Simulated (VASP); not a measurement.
Input of a VASP 6.6.1 run:

File POSCAR:

```
CdS
1.0
    4.3447431501      0.0000000000      0.0000000000
   -2.1723715751      3.7626579410      0.0000000000
    0.0000000000      0.0000000000      5.9180091532
Cd S
1 1
Direct
    0.0000000000      0.0000000000      0.4426919200
    0.6666666667      0.3333333333      0.4343080800
```

File INCAR.step1:

```
PREC     = Accurate       # precision mode
ENCUT    = 520            # plane-wave cutoff, eV
EDIFF    = 1E-5           # SCF threshold, eV
ISMEAR   = -1             # smearing method
SIGMA    = 0.05           # smearing width, eV
LREAL    = F              # projectors in reciprocal space
LASPH    = T              # aspherical terms in the spheres
NELM     = 60             # most SCF steps
ALGO     = Normal         # electronic algorithm
ISIF     = 2              # what is computed and relaxed
LWAVE    = T              # write WAVECAR
LCHARG   = F              # write CHGCAR
GGA      = PE             # functional
NBANDS   = 16             # bands
```

Contents of INCAR.step2:

```
PREC     = Accurate       # precision mode
ENCUT    = 520            # plane-wave cutoff, eV
EDIFF    = 1E-6           # SCF threshold, eV
ISMEAR   = -1             # smearing method
SIGMA    = 0.05           # smearing width, eV
LREAL    = F              # projectors in reciprocal space
LASPH    = T              # aspherical terms in the spheres
NELM     = 60             # most SCF steps
ALGO     = Normal         # electronic algorithm
ISIF     = 2              # what is computed and relaxed
LWAVE    = F              # write WAVECAR
LCHARG   = F              # write CHGCAR
GGA      = PE             # functional
LHFCALC  = T              # exact exchange
HFSCREEN = 0.2079         # screening, 1/A
PRECFOCK = Normal       
ISTART   = 1            
NBANDS   = 16             # bands
```

KPOINTS

```
Automatic mesh
0
Gamma
  4 4 4
```

Potentials or basis: VASP PAW PBE potentials, release 64 (Cd, S).

Run with:

```sh
$ cat potpaw_PBE.64/Cd/POTCAR potpaw_PBE.64/S/POTCAR > POTCAR
$ cp INCAR.step1 INCAR
$ mpirun -np 1 vasp_std > vasp.out
$ cp INCAR.step2 INCAR
$ mpirun -np 1 vasp_std > vasp.out
```

Q: What does it give for the band gap on the k mesh?

A: 2.36 eV.

Q: Predict the pressure.

A: -2.0 GPa.

Q: What does it give for the largest force?

A: 0.029 eV/Å.

Stress tensor (GPa, compression positive):
```
-3.04  0.00  0.00
 0.00 -3.04  0.00
 0.00  0.00  0.03
```

Caveat: the PAW data sets were made with another functional, which shifts forces and pressure a little. A k mesh can miss the band edges.
